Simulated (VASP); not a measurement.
# Sb (Pm-3m) in VASP: a series of runs

The runs below take Sb through single point, with r2SCAN0.

Program: VASP 6.6.1. These are calculated values, not measurements. Logs are shortened: lines on timing, memory, paths and dates and some standing lists are left out, and cuts for length are marked.

### 1 The cell of the first run

It takes space group Pm-3m (No. 221, cubic). Conventional cell: a = 3.095 Å, b = 3.095 Å, c = 3.095 Å, α = 90.00°, β = 90.00°, γ = 90.00°. Sb (site symmetry m-3m) has 6 Sb at 3.10 Å within 4.1 Å.

This isn't the form of Sb at room conditions, which is rhombohedral.

### 2 Single point, r2SCAN0

The input, POSCAR:

```
Sb
1.0
    3.0954921035      0.0000000000      0.0000000000
    0.0000000000      3.0954921035      0.0000000000
    0.0000000000      0.0000000000      3.0954921035
Sb
1
Direct
    0.0000000000      0.0000000000      0.0000000000
```

The input, INCAR.step1:

```
PREC = Accurate
ENCUT = 520
EDIFF = 1E-5
ISMEAR = -1
SIGMA = 0.05
LREAL = False
LASPH = True
NELM = 100
ALGO = Normal
ISIF = 2
LWAVE = True
LCHARG = False
NBANDS = 8
GGA = PE
```

The input, INCAR.step2:

```
PREC = Accurate
ENCUT = 520
EDIFF = 1E-6
ISMEAR = -1
SIGMA = 0.05
LREAL = False
LASPH = True
NELM = 100
ALGO = Normal
ISIF = 2
LWAVE = False
LCHARG = False
METAGGA = R2SCAN
LHFCALC = True
AEXX = 0.25
LMIXTAU = True
PRECFOCK = Normal
NBANDS = 8
ISTART = 1
```

The input, KPOINTS:

```
regular mesh
0
Gamma
  4 4 4
```

Potentials or basis: VASP PAW PBE potentials, release 64 (Sb).

Command:

```bash
> cat potpaw_PBE.64/Sb/POTCAR > POTCAR
> cp INCAR.step1 INCAR
> mpirun -np 1 vasp_std > vasp.out
> cp INCAR.step2 INCAR
> mpirun -np 1 vasp_std > vasp.out
```

OUTCAR:

```text
PREC = Accurate
   ENCUT = 520
   EDIFF = 1E-6
   ISMEAR = -1
   LREAL = False
   LASPH = True
   NELM = 100
   ISIF = 2
   METAGGA = R2SCAN
   LHFCALC = True
   AEXX = 0.25
   PRECFOCK = Normal
   ISTART = 1

 ion  position               nearest neighbor table
   1  0.000  0.000  0.000-

  LATTYP: Found a simple cubic cell.
 ALAT       =     3.0954921035

  Lattice vectors:

 A1 = (   3.0954921035,   0.0000000000,   0.0000000000)
 A2 = (   0.0000000000,   3.0954921035,   0.0000000000)
 A3 = (   0.0000000000,   0.0000000000,   3.0954921035)

Analysis of symmetry for initial positions (statically):
=====================================================================
 Subroutine PRICEL returns:
 Original cell was already a primitive cell.

 Routine SETGRP: Setting up the symmetry group for a
 simple cubic supercell.

 Subroutine GETGRP returns: Found 48 space group operations
 (whereof 48 operations were pure point group operations)
 out of a pool of 48 trial point group operations.

The static configuration has the point symmetry O_h .

Analysis of symmetry for dynamics (positions and initial velocities):
=====================================================================
 Subroutine PRICEL returns:
 Original cell was already a primitive cell.

 Routine SETGRP: Setting up the symmetry group for a
 simple cubic supercell.

 Subroutine GETGRP returns: Found 48 space group operations
 (whereof 48 operations were pure point group operations)
 out of a pool of 48 trial point group operations.

The dynamic configuration has the point symmetry O_h .

 Subroutine INISYM returns: Found 48 space group operations
 (whereof 48 operations are pure point group operations),
 and found     1 'primitive' translations

----------------------------------------------------------------------------------------

                                     Primitive cell

  volume of cell :      29.6612

  direct lattice vectors                    reciprocal lattice vectors
     3.095492103  0.000000000  0.000000000     0.323050412  0.000000000  0.000000000
     0.000000000  3.095492103  0.000000000     0.000000000  0.323050412  0.000000000
     0.000000000  0.000000000  3.095492103     0.000000000  0.000000000  0.323050412

  length of vectors
     3.095492103  3.095492103  3.095492103     0.323050412  0.323050412  0.323050412

  position of ions in fractional coordinates (direct lattice)
     0.000000000  0.000000000  0.000000000

  ion indices of the primitive-cell ions
   primitive index   ion index
                 1           1

----------------------------------------------------------------------------------------

 KPOINTS: regular mesh

Automatic generation of k-mesh.
 Grid dimensions read from file:
 generate k-points for:    4    4    4

 Generating k-lattice:

  Cartesian coordinates                     Fractional coordinates (reciprocal lattice)
     0.080762603  0.000000000  0.000000000     0.250000000  0.000000000  0.000000000
     0.000000000  0.080762603  0.000000000     0.000000000  0.250000000  0.000000000
     0.000000000  0.000000000  0.080762603     0.000000000  0.000000000  0.250000000

  Length of vectors
     0.080762603  0.080762603  0.080762603

  Shift w.r.t. Gamma in fractional coordinates (k-lattice)
     0.000000000  0.000000000  0.000000000

 Subroutine IBZKPT returns following result:
 ===========================================

 Found     10 irreducible k-points:

 Following reciprocal coordinates:
            Coordinates               Weight
  0.000000  0.000000  0.000000      1.000000
  0.250000  0.000000  0.000000      6.000000
  0.500000  0.000000  0.000000      3.000000
  0.250000  0.250000  0.000000     12.000000
  0.500000  0.250000  0.000000     12.000000
  0.500000  0.500000  0.000000      3.000000
  0.250000  0.250000  0.250000      8.000000
  0.500000  0.250000  0.250000     12.000000
  0.500000  0.500000  0.250000      6.000000
  0.500000  0.500000  0.500000      1.000000
   k-points           NKPTS =     10   k-points in BZ     NKDIM =     64   number of bands    NBANDS=      8
   number of dos      NEDOS =    301   number of ions     NIONS =      1
   total plane-waves  NPLWV =  13824
   dimension x,y,z NGX =    24 NGY =   24 NGZ =   24
   dimension x,y,z NGXF=    48 NGYF=   48 NGZF=   48
   ions per type =               1
   NGX,Y,Z   is equivalent  to a cutoff of  12.89, 12.89, 12.89 a.u.
   NGXF,Y,Z  is equivalent  to a cutoff of  25.78, 25.78, 25.78 a.u.
 SYSTEM =  unknown system
   PREC   = accura    normal or accurate (medium, high low for compatibility)
   ISTART =      1    job   : 0-new  1-cont  2-samecut
   ICHARG =      0    charge: 1-file 2-atom 10-const
   ISPIN  =      1    spin polarized calculation?
   LNONCOLLINEAR =      F non collinear calculations
   LSORBIT =      F    spin-orbit coupling
   LASPH  =      T    aspherical Exc in radial PAW
   ENCUT  =  520.0 eV  38.22 Ry    6.18 a.u.   5.76  5.76  5.76*2*pi/ulx,y,z
   NELM   =    100;   NELMIN=  2; NELMDL=  0     # of ELM steps
   EDIFF  = 0.1E-05   stopping-criterion for ELM
   LREAL  =      F    real-space projection
   EDIFFG = 0.1E-04   stopping-criterion for IOM
   NSW    =      0    number of steps for IOM
   IBRION =     -1    ionic relax: 0-MD 1-quasi-New 2-CG
   NFREE  =      0    steps in history (QN), initial steepest desc. (CG)
   ISIF   =      2    stress and relaxation
   ISYM   =      3    0-nonsym 1-usesym 2-fastsym
   POTIM  = 0.5000    time-step for ionic-motion
   TEBEG  =    0.0;   TEEND  =   0.0 temperature during run
   PSTRESS=    0.0 pullay stress
   NELECT =       5.0000    total number of electrons
   NUPDOWN=      -1.0000    fix difference up-down
   EMIN   =  10.00;   EMAX   =-10.00  energy-range for DOS
   EFERMI =   0.00;   METHOD = LEGACY
   ISMEAR =    -1;   SIGMA  =   0.05  broadening in eV -4-tet -1-fermi 0-gaus
   EFERMI_NEDOS =   21; number of points for ismear=-14 and -15
   IALGO  =     38    algorithm
   IMIX   =      1    mixing-type and parameters
     AMIX     =   0.40;   BMIX     =  1.00
     AMIX_MAG =   1.60;   BMIX_MAG =  1.00
  volume/ion in A,a.u.               =      29.66       200.16
  Fermi-wavevector in a.u.,A,eV,Ry     =   0.904347  1.708968 11.127438  0.817844
  Thomas-Fermi vector in A             =   2.027783
   LORBIT       =      0    0 simple, 1 ext, 2 COOP (PROOUT), +10 PAW based schemes
   METAGGA = R2SCAN    functional components
   LHFCALC =     T    Hartree Fock is set to
   PRECFOCK=normal    Normal, Fast or Accurate (Low or Medium for compatibility)
   ENCUT4O =  -1.0   cutoff for four orbital integrals eV
   NKREDX  =     1    reduce k-point grid by
   NKREDY  =     1    reduce k-point grid by
   NKREDZ  =     1    reduce k-point grid by
   AEXX    =    0.2500 exact exchange contribution
   HFSCREEN=    0.0000 screening length (either q_TF or 0.3 A-1)
   HFSCREENC=   0.0000 screening length for correlation (either q_TF or 0.3 A-1)
   ENCUTFOCK=  -1.0 apply spherical cutoff to Coloumb kernel
   IVDW    =     0    specifies the selected vdW correction
   LEPSILON=     F    determine dielectric tensor
   LRPA    =     F    only Hartree local field effects (RPA)
 non-spin polarized calculation
  energy-cutoff  :      520.00
  volume of cell :       29.66
 maximum number of plane-waves:       840
 NGX is ok and might be reduce to    24
  NGX = 18; NGY = 18; NGZ = 18

 number of electron       4.9999999 magnetization

 Free energy of the ion-electron system (eV)
  ---------------------------------------------------
  ext. energy  EPLUGINS =         0.00000000
  ---------------------------------------------------
  free energy    TOTEN  =       -21.41839943 eV

  energy without entropy =      -21.40994233  energy(sigma->0) =      -21.41417088

 E-fermi :   7.3852     XC(G=0):  -7.9732

 val. band max:        5.8378574682   @ k =   0.2500   0.2500   0.2500
 cond. band min:       7.4656452940   @ k =   0.5000   0.2500   0.0000
 fundamental gap:      1.6277878257
 Fermi energy:         7.3851549066

 k-point     1 :       0.0000    0.0000    0.0000
  band No.  band energies     occupation
      1      -7.7369      2.00000
      2      11.1253      0.00000
      3      11.1253      0.00000
      4      11.1253      0.00000
      5      14.9270      0.00000
      6      14.9270      0.00000
      7      16.9054      0.00000
      8      26.2655      0.00000

 k-point     2 :       0.2500    0.0000    0.0000
  band No.  band energies     occupation
      1      -6.7249      2.00000
      2       4.1855      2.00000
      3      12.0968      0.00000
      4      12.0968      0.00000
      5      15.7143      0.00000
      6      17.0396      0.00000
      7      22.4321      0.00000
      8      22.5949      0.00000

 k-point     3 :       0.5000    0.0000    0.0000
  band No.  band energies     occupation
      1      -4.9135      2.00000
      2      -0.0866      2.00000
      3      13.5275      0.00000
      4      13.5275      0.00000
      5      17.1776      0.00000
      6      19.3443      0.00000
      7      19.8897      0.00000
      8      19.8897      0.00000

 k-point     4 :       0.2500    0.2500    0.0000
  band No.  band energies     occupation
      1      -5.7025      2.00000
      2       4.8564      2.00000
      3       5.6302      2.00000
      4      13.0807      0.00000
      5      16.4205      0.00000
      6      17.5641      0.00000
      7      22.6552      0.00000
      8      23.2508      0.00000

 k-point     5 :       0.5000    0.2500    0.0000
  band No.  band energies     occupation
      1      -3.8466      2.00000
      2       0.8806      2.00000
      3       7.4656      0.33323
      4      13.3113      0.00000
      5      14.5150      0.00000
      6      19.2873      0.00000
      7      20.6008      0.00000
      8      20.7810      0.00000

 k-point     6 :       0.5000    0.5000    0.0000
  band No.  band energies     occupation
      1      -1.7371      2.00000
      2       2.3262      2.00000
      3       2.3262      2.00000
      4      10.0353      0.00000
      5      15.9286      0.00000
      6      21.4617      0.00000
      7      21.8446      0.00000
      8      21.8455      0.00000

 k-point     7 :       0.2500    0.2500    0.2500
  band No.  band energies     occupation
      1      -4.6718      2.00000
      2       5.8379      2.00000
      3       5.8379      2.00000
      4       7.8694      0.00012
      5      17.1949      0.00000
      6      17.8055      0.00000
      7      17.8055      0.00000
      8      23.3623      0.00000

 k-point     8 :       0.5000    0.2500    0.2500
  band No.  band energies     occupation
      1      -2.7726      2.00000
      2       1.8406      2.00000
      3       7.9615      0.00002
      4       9.3103      0.00000
      5      13.7936      0.00000
      6      14.7011      0.00000
      7      19.1777      0.00000
      8      22.5829      0.00000

 k-point     9 :       0.5000    0.5000    0.2500
  band No.  band energies     occupation
      1      -0.6244      2.00000
      2       3.2516      2.00000
      3       3.2516      2.00000
      4      10.2762      0.00000
      5      10.9674      0.00000
      6      15.9643      0.00000
      7      15.9643      0.00000
      8      19.1683      0.00000

 k-point    10 :       0.5000    0.5000    0.5000
  band No.  band energies     occupation
      1       1.8871      2.00000
      2       4.5595      2.00000
      3       4.5595      2.00000
      4       4.5595      2.00000
      5      12.8704      0.00000
      6      12.8704      0.00000
      7      12.8704      0.00000
      8      15.3871      0.00000

------------------------ aborting loop because EDIFF is reached ----------------------------------------

  FORCE on cell =-STRESS in cart. coord.  units (eV):
  Direction    XX          YY          ZZ          XY          YZ          ZX
  --------------------------------------------------------------------------------------
  -------------------------------------------------------------------------------------
  Total       -0.8285032     -0.8285032     -0.8285032     -0.0000000     -0.0000000     -0.0000000
  in kB      -44.7523343    -44.7523343    -44.7523343     -0.0000000     -0.0000000     -0.0000000
  external PRESSURE =     -44.7523343 kB  Pullay stress =       0.0000000 kB

 VOLUME and BASIS-vectors are now :
 -----------------------------------------------------------------------------
  energy-cutoff  :      520.00
  volume of cell :       29.66
      direct lattice vectors                 reciprocal lattice vectors
     3.095492103  0.000000000  0.000000000     0.323050412  0.000000000  0.000000000
     0.000000000  3.095492103  0.000000000     0.000000000  0.323050412  0.000000000
     0.000000000  0.000000000  3.095492103     0.000000000  0.000000000  0.323050412

 POSITION                                       TOTAL-FORCE (eV/Angst)
 -----------------------------------------------------------------------------------
      0.00000      0.00000      0.00000         0.000000      0.000000      0.000000
 -----------------------------------------------------------------------------------
    total drift:                                0.000000      0.000000      0.000000

  FREE ENERGIE OF THE ION-ELECTRON SYSTEM (eV)
  ---------------------------------------------------
  free  energy   TOTEN  =       -21.4183994309 eV

  energy  without entropy=      -21.4099423286  energy(sigma->0) =      -21.41417088
```

Run time: 2.3 min. Hardware: 1 thread of Intel Xeon 8259CL, shared host; peak memory 0.15 GiB.

Results:

```yaml
Free_energy: -21.4184 eV
Pressure: -4.5 GPa
Band_gap_on_the_k_mesh: zero (an odd number of electrons rules out a gap without spin polarisation)
```

Caveat: the k points lie up to 0.51 Å⁻¹ apart, too coarse for converged energies and pressures of a metal; the PAW data sets were made with another functional, which shifts forces and pressure a little; spin-orbit coupling is left out, which moves the levels of the heavy elements.

### 3 Single point, r2SCAN0

This run uses another cell than the first one, of 30.29 Å³/atom.

The input, POSCAR:

```
Sb
1.0
    3.1172920620      0.0000000000      0.0000000000
    0.0000000000      3.1172920620      0.0000000000
    0.0000000000      0.0000000000      3.1172920620
Sb
1
Direct
    0.0000000000      0.0000000000      0.0000000000
```

The input, INCAR.step1:

```
SYSTEM = Sb
PREC     = Accurate       ! precision mode
ENCUT    = 520            ! plane-wave cutoff, eV
EDIFF    = 1E-5           ! SCF threshold, eV
ISMEAR   = -1             ! smearing method
SIGMA    = 0.05           ! smearing width, eV
LREAL    = .FALSE.        ! projectors in reciprocal space
LASPH    = .TRUE.         ! aspherical terms in the spheres
NELM     = 100            ! most SCF steps
ALGO     = Normal         ! electronic algorithm
ISIF     = 2              ! what is computed and relaxed
LWAVE    = .TRUE.         ! write WAVECAR
LCHARG   = .FALSE.        ! write CHGCAR
NBANDS   = 8              ! bands
GGA      = PE             ! functional
```

The input, INCAR.step2:

```
SYSTEM = Sb
PREC     = Accurate       ! precision mode
ENCUT    = 520            ! plane-wave cutoff, eV
EDIFF    = 1E-6           ! SCF threshold, eV
ISMEAR   = -1             ! smearing method
SIGMA    = 0.05           ! smearing width, eV
LREAL    = .FALSE.        ! projectors in reciprocal space
LASPH    = .TRUE.         ! aspherical terms in the spheres
NELM     = 100            ! most SCF steps
ALGO     = Normal         ! electronic algorithm
ISIF     = 2              ! what is computed and relaxed
LWAVE    = .FALSE.        ! write WAVECAR
LCHARG   = .FALSE.        ! write CHGCAR
METAGGA  = R2SCAN         ! meta-GGA
LHFCALC  = .TRUE.         ! exact exchange
AEXX     = 0.25           ! exact-exchange fraction
LMIXTAU  = .TRUE.       
PRECFOCK = Normal       
NBANDS   = 8              ! bands
ISTART   = 1
```

The input, KPOINTS:

```
Automatic mesh
0
G
  4 4 4
  0 0 0
```

Potentials or basis: VASP PAW PBE potentials, release 64 (Sb).

Command:

```bash
> cat potpaw_PBE.64/Sb/POTCAR > POTCAR
> cp INCAR.step1 INCAR
> mpirun -np 1 vasp_std > vasp.out
> cp INCAR.step2 INCAR
> mpirun -np 1 vasp_std > vasp.out
```

Wall time 2.1 min (1 thread of Intel Xeon 8259CL, shared host); peak memory 0.15 GiB.

Results (log left out):

| Property | Result |
| --- | --- |
| Free energy | -21.3988 eV |
| Pressure | -5.5 GPa |
| Band gap on the k mesh | zero (an odd number of electrons rules out a gap without spin polarisation) |

Levels at points of the mesh, in eV from the Fermi level:
| k point | band 1 | band 2 | band 3 | band 4 | band 5 |
| --- | --- | --- | --- | --- | --- |
| (0.00, 0.00, 0.00) | -14.93 | 3.69 | 3.69 | 3.69 | 7.54 |
| (0.50, 0.00, 0.00) | -12.19 | -7.29 | 6.02 | 6.02 | 9.75 |
| (0.50, 0.50, 0.00) | -9.12 | -4.93 | -4.93 | 2.75 | 8.33 |
| (0.50, 0.50, 0.50) | -5.63 | -2.76 | -2.76 | -2.76 | 5.53 |

Caveat: the k points lie up to 0.50 Å⁻¹ apart, too coarse for converged energies and pressures of a metal; the PAW data sets were made with another functional, which shifts forces and pressure a little; spin-orbit coupling is left out, which moves the levels of the heavy elements.

(Continued in part 2 of 2.)
